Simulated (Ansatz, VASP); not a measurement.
## One calculation of Nb3Sn, two programs

```
CELL_PARAMETERS angstrom
5.28210 0.00000 0.00000
0.00000 5.28210 0.00000
0.00000 0.00000 5.28210
ATOMIC_POSITIONS crystal
Nb 0.25000 0.00000 0.50000
Nb 0.50000 0.75000 0.00000
Nb 0.75000 0.00000 0.50000
Nb 0.50000 0.25000 0.00000
Nb 0.00000 0.50000 0.75000
Nb 0.00000 0.50000 0.25000
Sn 0.00000 0.00000 0.00000
Sn 0.50000 0.50000 0.50000
```

Alike in both runs: functional PBE; k mesh 6 × 6 × 6; occupations fermi-dirac, width 0.05 eV; no spin polarisation.

Ansatz relaxed the structure, and its values are those at the end. VASP's run is a single point on that final structure, the one shown.

|  | VASP | Ansatz |
| --- | --- | --- |
| version | VASP 6.6.1 | Ansatz 0.2.0 |
| potentials or method | VASP PAW PBE potentials, release 64 (Nb_sv, Sn_d) | plane-wave PAW, scalar-relativistic |
| plane-wave cutoff (eV) | 520 | 420 |
| valence electrons in the cell | 106 | 106 |

Ansatz gave:

| Property | Result |
| --- | --- |
| pressure (GPa) | 3.5 |

Task: What did VASP give for the same quantities?

Result: Pressure (GPa): 3.3.

Ansatz's warnings: stress scf threshold loose.
